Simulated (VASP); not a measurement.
# PbO3 (ReO3 type) (Pm-3m) in VASP: a series of runs

PbO3 (ReO3 type) is run at these levels: PBE; tasks: single point.

All numbers are computed with VASP 6.6.1; they aren't measurements. Logs are shortened: lines on timing, memory, paths and dates and some standing lists are left out, and cuts for length are marked.

### Step 1. The cell of the first run

Symmetry: Pm-3m, No. 221, cubic system. The conventional cell has a = 4.209 Å, b = 4.209 Å, c = 4.209 Å, α = 90.00°, β = 90.00°, γ = 90.00°. Pb (site symmetry m-3m) has 6 O at 2.10 Å within 2.8 Å. Within 2.8 Å of O (site symmetry 4/mmm) lie 2 Pb at 2.10 Å.

### Step 2. Single point, PBE

The input, INCAR:

```
PREC = Accurate
ENCUT = 520
EDIFF = 1E-6
ISMEAR = -1
SIGMA = 0.06122561905347299
LREAL = False
LASPH = True
NELM = 80
ALGO = Normal
ISIF = 2
LWAVE = False
LCHARG = False
GGA = PE
NBANDS = 24
```

The input, KPOINTS:

```
regular mesh
0
Gamma
  9 9 9
```

The input, POSCAR:

```
PbO3
1.0
    4.2085242832      0.0000000000      0.0000000000
    0.0000000000      4.2085242832      0.0000000000
    0.0000000000      0.0000000000      4.2085242832
Pb O
1 3
Direct
    0.0000000000      0.0000000000      0.0000000000
    0.5000000000      0.0000000000      0.0000000000
    0.0000000000      0.5000000000      0.0000000000
    0.0000000000      0.0000000000      0.5000000000
```

Potentials or basis: VASP PAW PBE potentials, release 64 (Pb_d, O).

Started as:

```console
cat potpaw_PBE.64/Pb_d/POTCAR potpaw_PBE.64/O/POTCAR > POTCAR
mpirun -np 1 vasp_std > vasp.out
```

OUTCAR:

```text
PREC = Accurate
   ENCUT = 520
   EDIFF = 1E-6
   ISMEAR = -1
   LREAL = False
   LASPH = True
   NELM = 80
   ISIF = 2
   GGA = PE

 ion  position               nearest neighbor table
   1  0.000  0.000  0.000-   2 2.10   3 2.10   4 2.10   4 2.10   3 2.10   2 2.10
   2  0.500  0.000  0.000-   1 2.10   1 2.10
   3  0.000  0.500  0.000-   1 2.10   1 2.10
   4  0.000  0.000  0.500-   1 2.10   1 2.10

  LATTYP: Found a simple cubic cell.
 ALAT       =     4.2085242832

  Lattice vectors:

 A1 = (   4.2085242832,   0.0000000000,   0.0000000000)
 A2 = (   0.0000000000,   4.2085242832,   0.0000000000)
 A3 = (   0.0000000000,   0.0000000000,   4.2085242832)

Analysis of symmetry for initial positions (statically):
=====================================================================
 Subroutine PRICEL returns:
 Original cell was already a primitive cell.

 Routine SETGRP: Setting up the symmetry group for a
 simple cubic supercell.

 Subroutine GETGRP returns: Found 48 space group operations
 (whereof 48 operations were pure point group operations)
 out of a pool of 48 trial point group operations.

The static configuration has the point symmetry O_h .

Analysis of symmetry for dynamics (positions and initial velocities):
=====================================================================
 Subroutine PRICEL returns:
 Original cell was already a primitive cell.

 Routine SETGRP: Setting up the symmetry group for a
 simple cubic supercell.

 Subroutine GETGRP returns: Found 48 space group operations
 (whereof 48 operations were pure point group operations)
 out of a pool of 48 trial point group operations.

The dynamic configuration has the point symmetry O_h .

 Subroutine INISYM returns: Found 48 space group operations
 (whereof 48 operations are pure point group operations),
 and found     1 'primitive' translations

----------------------------------------------------------------------------------------

                                     Primitive cell

  volume of cell :      74.5400

  direct lattice vectors                    reciprocal lattice vectors
     4.208524283  0.000000000  0.000000000     0.237612981  0.000000000  0.000000000
     0.000000000  4.208524283  0.000000000     0.000000000  0.237612981  0.000000000
     0.000000000  0.000000000  4.208524283     0.000000000  0.000000000  0.237612981

  length of vectors
[... 85 lines left out ...]
   NELM   =     80;   NELMIN=  2; NELMDL= -5     # of ELM steps
   EDIFF  = 0.1E-05   stopping-criterion for ELM
   LREAL  =      F    real-space projection
   EDIFFG = 0.1E-04   stopping-criterion for IOM
   NSW    =      0    number of steps for IOM
   IBRION =     -1    ionic relax: 0-MD 1-quasi-New 2-CG
   NFREE  =      0    steps in history (QN), initial steepest desc. (CG)
   ISIF   =      2    stress and relaxation
   ISYM   =      2    0-nonsym 1-usesym 2-fastsym
   POTIM  = 0.5000    time-step for ionic-motion
   TEBEG  =    0.0;   TEEND  =   0.0 temperature during run
   PSTRESS=    0.0 pullay stress
   NELECT =      32.0000    total number of electrons
   NUPDOWN=      -1.0000    fix difference up-down
   EMIN   =  10.00;   EMAX   =-10.00  energy-range for DOS
   EFERMI =   0.00;   METHOD = LEGACY
   ISMEAR =    -1;   SIGMA  =   0.06  broadening in eV -4-tet -1-fermi 0-gaus
   EFERMI_NEDOS =   21; number of points for ismear=-14 and -15
   IALGO  =     38    algorithm
   IMIX   =      4    mixing-type and parameters
     AMIX     =   0.40;   BMIX     =  1.00
     AMIX_MAG =   1.60;   BMIX_MAG =  1.00
  volume/ion in A,a.u.               =      18.64       125.76
  Fermi-wavevector in a.u.,A,eV,Ry     =   1.234985  2.333783 20.751439  1.525188
  Thomas-Fermi vector in A             =   2.369653
   LORBIT       =      0    0 simple, 1 ext, 2 COOP (PROOUT), +10 PAW based schemes
   GGA     = PE    functional components
   LHFCALC =     F    Hartree Fock is set to
   AEXX    =    0.0000 exact exchange contribution
   IVDW    =     0    specifies the selected vdW correction
   LEPSILON=     F    determine dielectric tensor
   LRPA    =     F    only Hartree local field effects (RPA)
 non-spin polarized calculation
  energy-cutoff  :      520.00
  volume of cell :       74.54
 maximum number of plane-waves:      2025
 NGX is ok and might be reduce to    32
   NGX = 15   NGY = 15   NGZ = 15

 number of electron      31.9999989 magnetization

 Free energy of the ion-electron system (eV)
  ---------------------------------------------------
  ext. energy  EPLUGINS =         0.00000000
  ---------------------------------------------------
  free energy    TOTEN  =       -17.01297594 eV

  energy without entropy =      -16.92680478  energy(sigma->0) =      -16.96989036

 E-fermi :  -0.6116     XC(G=0):  -8.3854

 val. band max:       -0.6261264410   @ k =   0.3333   0.2222   0.1111
 cond. band min:      -0.6013751768   @ k =   0.4444   0.2222   0.0000
 fundamental gap:      0.0247512642
 Fermi energy:        -0.6115791601

 k-point     1 :       0.0000    0.0000    0.0000
  band No.  band energies     occupation
      1     -18.2638      2.00000
      2     -18.2638      2.00000
      3     -18.0487      2.00000
      4     -15.2313      2.00000
      5     -15.2313      2.00000
      6     -15.2313      2.00000
[... 637 lines left out ...]
     23      12.7024      0.00000
     24      13.3318      0.00000

 [... further k-points ...]

------------------------ aborting loop because EDIFF is reached ----------------------------------------

  FORCE on cell =-STRESS in cart. coord.  units (eV):
  Direction    XX          YY          ZZ          XY          YZ          ZX
  --------------------------------------------------------------------------------------
  -------------------------------------------------------------------------------------
  Total        1.9431129      1.9431129      1.9431129     -0.0000000     -0.0000000     -0.0000000
  in kB       41.7656371     41.7656371     41.7656371     -0.0000000     -0.0000000     -0.0000000
  external PRESSURE =      41.7656371 kB  Pullay stress =       0.0000000 kB

 VOLUME and BASIS-vectors are now :
 -----------------------------------------------------------------------------
  energy-cutoff  :      520.00
  volume of cell :       74.54
      direct lattice vectors                 reciprocal lattice vectors
     4.208524283  0.000000000  0.000000000     0.237612981  0.000000000  0.000000000
     0.000000000  4.208524283  0.000000000     0.000000000  0.237612981  0.000000000
     0.000000000  0.000000000  4.208524283     0.000000000  0.000000000  0.237612981

 POSITION                                       TOTAL-FORCE (eV/Angst)
 -----------------------------------------------------------------------------------
      0.00000      0.00000      0.00000         0.000000      0.000000      0.000000
      2.10426      0.00000      0.00000         0.000000      0.000000      0.000000
      0.00000      2.10426      0.00000         0.000000      0.000000      0.000000
      0.00000      0.00000      2.10426         0.000000      0.000000      0.000000
 -----------------------------------------------------------------------------------
    total drift:                                0.000000      0.000000     -0.000000

  FREE ENERGIE OF THE ION-ELECTRON SYSTEM (eV)
  ---------------------------------------------------
  free  energy   TOTEN  =       -17.0129759406 eV

  energy  without entropy=      -16.9268047758  energy(sigma->0) =      -16.96989036
```

Run time: 74 s. Hardware: 1 thread of Intel Xeon 8259CL, shared host; peak memory 0.21 GiB.

What came out:

```
Free energy            : -17.0130 eV
Pressure               : 4.2 GPa
Band gap on the k mesh : zero (bands 16 and 17 overlap by 0.73 eV)
```

Levels at points of the mesh, in eV from the Fermi level:
```
           k point  band 14  band 15  band 16  band 17  band 18  band 19  band 20  band 21
(0.00, 0.00, 0.00)    -0.48    -0.48    -0.36    -0.36    -0.36     7.87    13.14    13.14
```

Caveat: the cell stands under pressure; semilocal functionals underestimate gaps, and a narrow one can read as zero; spin-orbit coupling is left out, which moves the levels of the heavy elements.

### Step 3. Single point, PBE

This run uses another cell than the first one, of 19.03 Å³/atom.

The input, INCAR:

```
PREC = Accurate ; ENCUT = 520
EDIFF = 1E-7 ; ISMEAR = -1
SIGMA = 0.06122561905347299 ; LREAL = False
LASPH = True ; NELM = 80
ALGO = Normal ; ISIF = 2
LWAVE = False ; LCHARG = True
GGA = PE ; LELF = True
LVHAR = True ; NBANDS = 24
```

The input, KPOINTS:

```
Automatic mesh
0
Gamma
  9 9 9
```

The input, POSCAR:

```
PbO3
1.0
    4.2381627547      0.0000000000      0.0000000000
    0.0000000000      4.2381627547      0.0000000000
    0.0000000000      0.0000000000      4.2381627547
Pb O
1 3
Direct
    0.0000000000      0.0000000000      0.0000000000
    0.5000000000      0.0000000000      0.0000000000
    0.0000000000      0.5000000000      0.0000000000
    0.0000000000      0.0000000000      0.5000000000
```

Potentials or basis: VASP PAW PBE potentials, release 64 (Pb_d, O).

Started as:

```console
cat potpaw_PBE.64/Pb_d/POTCAR potpaw_PBE.64/O/POTCAR > POTCAR
mpirun -np 1 vasp_std > vasp.out
```

Run time: 68 s. Hardware: 1 thread of Intel Xeon 8259CL, shared host; peak memory 0.21 GiB.

The run converged. Its results:

| Property | Result |
| --- | --- |
| Free energy | -17.0481 eV |
| Pressure | 2.6 GPa |
| Band gap on the k mesh | zero (bands 16 and 17 overlap by 0.71 eV) |

Levels at points of the mesh, in eV from the Fermi level:
| k point | band 13 | band 14 | band 15 | band 16 | band 17 | band 18 | band 19 | band 20 | band 21 | band 22 |
| --- | --- | --- | --- | --- | --- | --- | --- | --- | --- | --- |
| (0.00, 0.00, 0.00) | -0.45 | -0.45 | -0.45 | -0.34 | -0.34 | -0.34 | 7.85 | 12.93 | 12.93 | 12.93 |

Caveat: semilocal functionals underestimate gaps, and a narrow one can read as zero; spin-orbit coupling is left out, which moves the levels of the heavy elements.

### Step 4. Single point, PBE

This run uses another cell than the first one, of 19.03 Å³/atom.

The input, INCAR:

```
SYSTEM = PbO3
  PREC = Accurate
  ENCUT = 520
  EDIFF = 1E-6
  ISMEAR = -1
  SIGMA = 0.06122561905347299
  LREAL = .FALSE.
  LASPH = .TRUE.
  NELM = 60
  ALGO = Normal
  ISIF = 2
  LWAVE = .FALSE.
  LCHARG = .FALSE.
  GGA = PE
  NBANDS = 24
```

The input, KPOINTS:

```
regular mesh
0
G
  9 9 9
  0 0 0
```

POSCAR is that of step 3.

Started as:

```console
cat potpaw_PBE.64/Pb_d/POTCAR potpaw_PBE.64/O/POTCAR > POTCAR
mpirun -np 1 vasp_std > vasp.out
```

It took 65 s on 1 thread of Intel Xeon 8259CL, shared host; peak memory 0.21 GiB.

Results (log left out):

```yaml
Free_energy: -17.0481 eV
Pressure: 2.6 GPa
Band_gap_on_the_k_mesh: zero (bands 16 and 17 overlap by 0.71 eV)
```

Levels at points of the mesh, in eV from the Fermi level:
```
           k point  band 14  band 15  band 16  band 17  band 18  band 19  band 20  band 21
(0.00, 0.00, 0.00)    -0.45    -0.45    -0.34    -0.34    -0.34     7.85    12.93    12.93
```

Caveat: semilocal functionals underestimate gaps, and a narrow one can read as zero; spin-orbit coupling is left out, which moves the levels of the heavy elements.

The gap in the log of VASP goes by the Fermi energy; the results here count the filled bands.